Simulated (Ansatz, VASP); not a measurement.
## InP: VASP beside Ansatz

```xyz
6
Lattice="3.9176 0.0000 0.0000 -1.9588 3.3927 0.0000 0.0000 0.0000 9.5877" Properties=species:S:1:pos:R:3 pbc="T T T"
In    0.0000    0.0000    0.0000
In    0.0000    2.2618    3.1959
In    1.9588    1.1309    6.3918
P     1.9588    1.1309    1.5979
P     0.0000    0.0000    4.7938
P     0.0000    2.2618    7.9897
```

Alike in both runs: functional PBE; k mesh 12 × 12 × 4; occupations gaussian, width 0.1 eV; no spin polarisation.

Ansatz relaxed the structure, and its values are those at the end. VASP's run is a single point on that final structure, the one shown.

|  | VASP | Ansatz |
| --- | --- | --- |
| version | VASP 6.6.1 | Ansatz 0.2.0 |
| potentials or method | VASP PAW PBE potentials, release 64 (In_d, P), cutoff 520 eV | scalar-relativistic, plane waves, PAW |
| valence electrons in the cell | 54 | 54 |

```csv
,VASP,Ansatz,Ansatz less VASP
gap on the k mesh at the Fermi level (eV),none,none,-
pressure (GPa),0.0,0.0,+0.03
```

A gap of «none» marks a metal or a gap that the smearing closes. With one functional, cell and mesh, what is left measures potentials, basis and numerics.
